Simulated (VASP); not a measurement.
Crystal: GaSb3.

```
CELL_PARAMETERS angstrom
0.00000 3.77969 3.77969
3.77969 0.00000 3.77969
3.77969 3.77969 0.00000
ATOMIC_POSITIONS crystal
Sb 0.50000 0.50000 0.50000
Sb 0.75000 0.75000 0.75000
Sb 0.25000 0.25000 0.25000
Ga 0.00000 0.00000 0.00000
```

Base run:

```yaml
Program: VASP 6.6.1
Functional: PBE
Potentials_or_basis: VASP PAW PBE potentials, release 64 (Sb, Ga_d)
Cutoff: 500 eV
k_mesh: 6 × 6 × 6
Occupations: fermi-dirac, width 0.05 eV
Spin: no spin polarisation
```

Its results: band gap on the k mesh zero (band 14 reaches 8.21 eV, above the bottom of band 15 at 4.73 eV); pressure -2.3 GPa.

Q: The run is repeated on the same cell with these changes: functional from PBE to PBEsol; cutoff from 500 eV to 520 eV. What comes out?

A: Band gap on the k mesh zero (band 14 reaches 8.07 eV, above the bottom of band 15 at 4.58 eV); pressure -5.0 GPa.

PBEsol binds more tightly than PBE, so the same cell stands under less pressure.

Caveats: spin-orbit coupling is left out, which moves the levels of the heavy elements; the PAW data sets were made with another functional, which shifts forces and pressure a little (some runs).
